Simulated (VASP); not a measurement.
Set up this calculation in VASP 6.6.1, as the native input.

```yaml
Task: relaxation of volume and atoms at fixed shape
Functional: PBEsol
Potentials_or_basis: VASP PAW PBE potentials, release 64 (K_sv, Mg, F)
Cutoff: 700 eV
k_mesh: 1 × 1 × 1, shifted
Occupations: fermi-dirac, width 0.05 eV
Spin: no spin polarisation
Dipole_correction: no
Further_INCAR_settings: LREAL = Auto; ALGO = Normal; EDIFF = 1e-07; ISYM = -1; IBRION = 2; EDIFFG = -0.03; NSW = 100; ISIF = 8
```

The structure of KMgF3 lies in POSCAR:

```
KMgF3
1.0
    7.9825440000      0.0000000000      0.0000000000
    0.0000000000      7.9825440000      0.0000000000
    0.0000000000      0.0000000000      7.9825440000
K Mg F
8 8 24
Direct
    0.0000000000      0.0000000000      0.0000000000
    0.0000000000      0.0000000000      0.5000000000
    0.0000000000      0.5000000000      0.0000000000
    0.0000000000      0.5000000000      0.5000000000
    0.5000000000      0.0000000000      0.0000000000
    0.5000000000      0.0000000000      0.5000000000
    0.5000000000      0.5000000000      0.0000000000
    0.5000000000      0.5000000000      0.5000000000
    0.2500000000      0.2500000000      0.2500000000
    0.2500000000      0.2500000000      0.7500000000
    0.2500000000      0.7500000000      0.2500000000
    0.2500000000      0.7500000000      0.7500000000
    0.7500000000      0.2500000000      0.2500000000
    0.7500000000      0.2500000000      0.7500000000
    0.7500000000      0.7500000000      0.2500000000
    0.7500000000      0.7500000000      0.7500000000
    0.2500000000      0.2500000000      0.0000000000
    0.2500000000      0.2500000000      0.5000000000
    0.2500000000      0.7500000000      0.0000000000
    0.2500000000      0.7500000000      0.5000000000
    0.7500000000      0.2500000000      0.0000000000
    0.7500000000      0.2500000000      0.5000000000
    0.7500000000      0.7500000000      0.0000000000
    0.7500000000      0.7500000000      0.5000000000
    0.0000000000      0.2500000000      0.2500000000
    0.0000000000      0.2500000000      0.7500000000
    0.0000000000      0.7500000000      0.2500000000
    0.0000000000      0.7500000000      0.7500000000
    0.5000000000      0.2500000000      0.2500000000
    0.5000000000      0.2500000000      0.7500000000
    0.5000000000      0.7500000000      0.2500000000
    0.5000000000      0.7500000000      0.7500000000
    0.2500000000      0.0000000000      0.2500000000
    0.2500000000      0.0000000000      0.7500000000
    0.2500000000      0.5000000000      0.2500000000
    0.2500000000      0.5000000000      0.7500000000
    0.7500000000      0.0000000000      0.2500000000
    0.7500000000      0.0000000000      0.7500000000
    0.7500000000      0.5000000000      0.2500000000
    0.7500000000      0.5000000000      0.7500000000
```

The input as run:

INCAR

```
PREC = Accurate
ENCUT = 700
EDIFF = 1E-7
ISMEAR = -1
SIGMA = 0.05
LREAL = Auto
LASPH = True
NELM = 120
ALGO = Normal
ISIF = 8
LWAVE = False
LCHARG = False
GGA = PS
IBRION = 2
NSW = 100
EDIFFG = -0.03
ISYM = -1
GGA_COMPAT = False
NELMIN = 4
```

KPOINTS

```
explicit points
1
Reciprocal
  0.25000000   0.25000000   0.25000000 1
```

Potentials or basis: VASP PAW PBE potentials, release 64 (K_sv, Mg, F).

The run is started by

```console
$ cat potpaw_PBE.64/K_sv/POTCAR potpaw_PBE.64/Mg/POTCAR potpaw_PBE.64/F/POTCAR > POTCAR
$ mpirun -np 1 vasp_std > vasp.out
```

It gave:

```json
{"Relaxed volume": "12.65 Å³/atom", "Relaxed cell": "a = 7.968 Å, b = 7.968 Å, c = 7.968 Å, α = 90.00°, β = 90.00°, γ = 90.00°", "Space group after relaxing (to 0.1 Å)": "Pm-3m (No. 221)", "Energy gained by relaxing": "0.1 meV/atom", "Ionic steps": "2", "Pressure after relaxing": "0.0 GPa", "Band gap on the k mesh": "8.02 eV"}
```

Caveat: the PAW data sets were made with another functional, which shifts forces and pressure a little; a shifted mesh leaves out Γ, where band edges can lie.

Wall time 8.5 min on 1 thread of Intel Xeon 8259CL, with other jobs on the host, peak memory 0.82 GiB.
